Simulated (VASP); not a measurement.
Write the native input for VASP 6.6.1 that does the following.

```yaml
Task: single point
Functional: BLYP
Potentials_or_basis: VASP PAW PBE potentials, release 64 (Ba_sv)
Cutoff: 520 eV
k_mesh: 8 × 8 × 5
Occupations: fermi-dirac, width 0.1 eV
Spin: no spin polarisation
Dipole_correction: no
Further_INCAR_settings: ALGO = Normal; EDIFF = 1e-07; NBANDS = 17
```

The structure of Ba lies in POSCAR:

```
Ba
1.0
    4.5525130858      0.0000000000      0.0000000000
   -2.2762565429      3.9425919834      0.0000000000
    0.0000000000      0.0000000000      7.4493927108
Ba
2
Direct
    0.3333333333      0.6666666667      0.2500000000
    0.6666666667      0.3333333333      0.7500000000
```

The input as run:

INCAR

```
PREC = Accurate ; ENCUT = 520
EDIFF = 1E-7 ; ISMEAR = -1
SIGMA = 0.1 ; LREAL = False
LASPH = True ; NELM = 60
ALGO = Normal ; ISIF = 2
LWAVE = False ; LCHARG = True
GGA = B5 ; ALDAX = 1.0
AGGAX = 1.0 ; AGGAC = 1.0
ALDAC = 0.0 ; LELF = True
LVHAR = True ; NBANDS = 17
```

KPOINTS

```
regular mesh
0
Gamma
  8 8 5
```

Potentials or basis: VASP PAW PBE potentials, release 64 (Ba_sv).

The run is started by

```console
$ cat potpaw_PBE.64/Ba_sv/POTCAR > POTCAR
$ mpirun -np 1 vasp_std > vasp.out
```

Results of the run:

The pressure is 0.1 GPa and the band gap on the k mesh is zero (band 10 reaches 2.10 eV, above the bottom of band 11 at 1.79 eV).

Caveat: the PAW data sets were made with another functional, which shifts forces and pressure a little; spin-orbit coupling is left out, which moves the levels of the heavy elements.

Run time: 87 s on 1 thread of AMD EPYC 7R43 64-Core Processor (Zen 3), with other jobs on the host, peak memory 0.23 GiB.
